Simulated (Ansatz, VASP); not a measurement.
AlGaN2: VASP beside Ansatz

The input INCAR:

```
SYSTEM = AlGaN2
ALGO = Normal
EDIFF = 1E-6
ENCUT = 520
ISIF = 2
ISMEAR = 0
LASPH = .TRUE.
LCHARG = .FALSE.
LREAL = .FALSE.
LWAVE = .FALSE.
NBANDS = 21
NELM = 100
PREC = Accurate
SIGMA = 0.05
```

KPOINTS

```
k-points
0
G
  8 8 6
  0 0 0
```

POSCAR

```
AlGaN2
1.0
    3.1408770487      0.0000000000      0.0000000000
    0.0000000000      3.1408770487      0.0000000000
    0.0000000000      0.0000000000      4.2911228018
Al Ga N
1 1 2
Direct
    0.5000000000      0.5000000000      0.5000000000
    0.0000000000      0.0000000000      0.0000000000
    0.5000000000      0.0000000000      0.7382648100
    0.0000000000      0.5000000000      0.2617351900
```

Input for Ansatz:

```yaml
crystal:
  lattice:
    - [3.1408770487, 0.0, 0.0]
    - [0.0, 3.1408770487, 0.0]
    - [0.0, 0.0, 4.2911228018]
  atoms:
    - { symbol: Al, position: [0.5, 0.5, 0.5] }
    - { symbol: Ga, position: [0.0, 0.0, 0.0] }
    - { symbol: "N", position: [0.5, 0.0, 0.73826481] }
    - { symbol: "N", position: [0.0, 0.5, 0.26173519] }
basis:
  ecutwfc: 420
kpoints:
  mp_grid: { grid: [8, 8, 6] }
hamiltonian:
  xc: lda
scf:
  occupations: { method: gaussian, width: 0.05 }
output:
  forces: true
  stress: true
  eigenvalues: true
```

Change from the starting cell: strain +0.000 along x and y, -0.030 along z, atoms carried along.

Alike in both runs: task single point; functional LDA; k mesh 8 × 8 × 6; occupations gaussian, width 0.05 eV; no spin polarisation.

|  | VASP | Ansatz |
| --- | --- | --- |
| version | VASP 6.6.1 | Ansatz 0.2.0 |
| potentials or method | VASP PAW LDA potentials, release 64 (Al, Ga_d, N), cutoff 520 eV | scalar-relativistic, plane waves, PAW |
| valence electrons in the cell | 26 | 26 |

|  | VASP | Ansatz | Ansatz less VASP |
| --- | --- | --- | --- |
| gap on the k mesh at the Fermi level (eV) | 3.13 | 3.12 | -0.012 |
| least direct gap on the mesh (eV) | 3.13 | 3.12 | -0.012 |
| pressure (GPa) | 1.8 | 0.9 | -0.90 |
| traceless stress, the component that is largest in VASP (GPa) | 2.26 | 2.27 | +0.014 |
| rms of the force components (eV/Å) | 0.045 | 0.057 | +0.0113 |

LDA's correlation is that of Perdew and Zunger in VASP and of Perdew and Wang (1992) in Ansatz. Atom by atom the forces differ by 0.011 eV/Å (rms over components).
